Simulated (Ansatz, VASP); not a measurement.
PbSe in VASP and in Ansatz

```
Pb Se
1.0
     0.00000    3.09082    3.09082
     3.09082    0.00000    3.09082
     3.09082    3.09082    0.00000
Pb Se
1 1
Direct
  0.00000 0.00000 0.00000
  0.50000 0.50000 0.50000
```

Alike in both runs: task relaxation of cell and atoms; functional LDA; k mesh 10 × 10 × 10; occupations gaussian, width 0.01 eV; no spin polarisation.

|  | VASP | Ansatz |
| --- | --- | --- |
| version | VASP 6.6.1 | Ansatz 0.2.0 |
| potentials or method | VASP PAW LDA potentials, release 64 (Pb_d, Se), cutoff 500 eV | scalar-relativistic, plane waves, PAW |
| valence electrons in the cell | 20 | 30 |

```csv
,VASP,Ansatz,Ansatz less VASP
"gap on the k mesh at the Fermi level, each at its own relaxed structure (eV)",0.03,0.05,+0.015
relaxed volume (Å³/atom),27.63,27.57,-0.057
relaxed cell length with the largest relative difference (Å),4.275,4.272,-0.0030
```

LDA's correlation is that of Perdew and Zunger in VASP and of Perdew and Wang (1992) in Ansatz. VASP's potentials hold 20 valence electrons a cell and Ansatz's 30, so a difference there can come from the potentials and not from the codes.

Neither program's run includes spin-orbit coupling.
